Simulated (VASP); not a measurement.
Wanted: the native input for a VASP 6.6.1 run.

* Task: single point
* Functional: PBE
* Potentials or basis: VASP PAW PBE potentials, release 64 (Cu)
* Cutoff: 520 eV
* k mesh: 20 × 20 × 20
* Occupations: gaussian, width 0.1 eV
* Spin: no spin polarisation
* Dipole correction: no
* Further INCAR settings: ALGO = Normal; EDIFF = 1e-07; NBANDS = 12

The structure of Cu lies in POSCAR:

```
Cu
1.0
    0.0000000000      1.8149014051      1.8149014051
    1.8149014051      0.0000000000      1.8149014051
    1.8149014051      1.8149014051      0.0000000000
Cu
1
Direct
    0.0000000000      0.0000000000      0.0000000000
```

One way to write it, as run:

INCAR

```
ALGO = Normal
EDIFF = 1E-7
ENCUT = 520
GGA = PE
ISIF = 2
ISMEAR = 0
LASPH = True
LCHARG = False
LREAL = False
LWAVE = False
NBANDS = 12
NELM = 60
PREC = Accurate
SIGMA = 0.1
```

KPOINTS

```
k-points
0
Gamma
  20 20 20
```

Potentials or basis: VASP PAW PBE potentials, release 64 (Cu).

Launch:

```bash
$ cat potpaw_PBE.64/Cu/POTCAR > POTCAR
$ mpirun -np 1 vasp_std > vasp.out
```

It gave:

- Pressure: 0.5 GPa
- Band gap on the k mesh: zero (an odd number of electrons rules out a gap without spin polarisation)

It took 50 s on 1 thread of Intel Xeon 8259CL, on a shared host, peak memory 0.15 GiB.
